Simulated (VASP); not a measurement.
## HfO2: single point with PBE

Crystal: HfO2.

```
Hf O
1.0
     4.88129    0.00000    0.00000
     0.00000    4.88129    0.00000
     0.00000    0.00000    3.23803
Hf O
2 4
Direct
  0.95002 0.95002 0.94673
  0.50000 0.50000 0.50000
  0.19484 0.80516 0.50000
  0.30516 0.30516 0.00000
  0.69484 0.69484 0.00000
  0.80516 0.19484 0.50000
```

This cell differs from its parent crystal: atom 1 (Hf) moved by -0.345 Å along [1 1 0] and -0.172 Å along [0 0 1].

- Program: VASP 6.6.1
- Task: single point
- Functional: PBE
- Potentials or basis: VASP PAW PBE potentials, release 64 (Hf_pv, O)
- Cutoff: 520 eV
- k mesh: 6 × 6 × 8
- Occupations: gaussian, width 0.05 eV
- Spin: no spin polarisation

```
Pressure               : 6.4 GPa
Largest force          : 9.540 eV/Å
Band gap on the k mesh : 3.08 eV, direct
```

Forces in eV/Å, atoms in the order of the input:
```
Hf   6.714  6.714  0.930
Hf  -2.827 -2.827 -0.097
O   -0.218 -0.519 -0.606
O    0.850  0.850 -0.026
O   -4.000 -4.000  0.405
O   -0.519 -0.218 -0.606
```

Stress tensor (GPa, compression positive):
```
10.17 13.92 -1.65
13.92 10.17 -1.65
-1.65 -1.65 -1.15
```

Levels at points of the mesh, in eV from the valence-band top:
| k point | band 19 | band 20 | band 21 | band 22 | band 23 | band 24 | band 25 | band 26 |
| --- | --- | --- | --- | --- | --- | --- | --- | --- |
| (0.00, 0.00, 0.00) | -1.39 | -1.25 | -0.97 | 0.00 | 3.08 | 3.85 | 4.89 | 5.07 |
| (0.50, 0.00, 0.00) | -2.05 | -1.42 | -1.38 | -0.40 | 3.53 | 4.34 | 5.41 | 5.57 |
| (0.50, 0.50, 0.00) | -1.63 | -1.38 | -1.23 | -0.96 | 3.37 | 4.10 | 5.13 | 5.77 |
| (0.00, 0.00, 0.50) | -1.88 | -1.76 | -1.25 | -1.06 | 4.81 | 4.95 | 5.13 | 5.91 |
| (0.50, 0.00, 0.50) | -1.87 | -1.67 | -1.26 | -0.76 | 3.96 | 4.24 | 5.54 | 6.13 |
| (0.50, 0.50, 0.50) | -1.62 | -1.25 | -0.84 | -0.30 | 4.30 | 5.22 | 5.32 | 5.87 |

Wall time 80 s on 1 thread of Intel(R) Xeon(R) 6975P-C (Granite Rapids) (shared host), peak memory 0.3 GiB.

Caveat: the cell differs from its parent crystal (atom 1 (Hf) moved by -0.345 Å along [1 1 0] and -0.172 Å along [0 0 1]); spin-orbit coupling is left out, which moves the levels of the heavy elements; forces of over 1 eV/Å act on the atoms, so gaps and moduli don't describe the material at rest. A k mesh can miss the band edges.
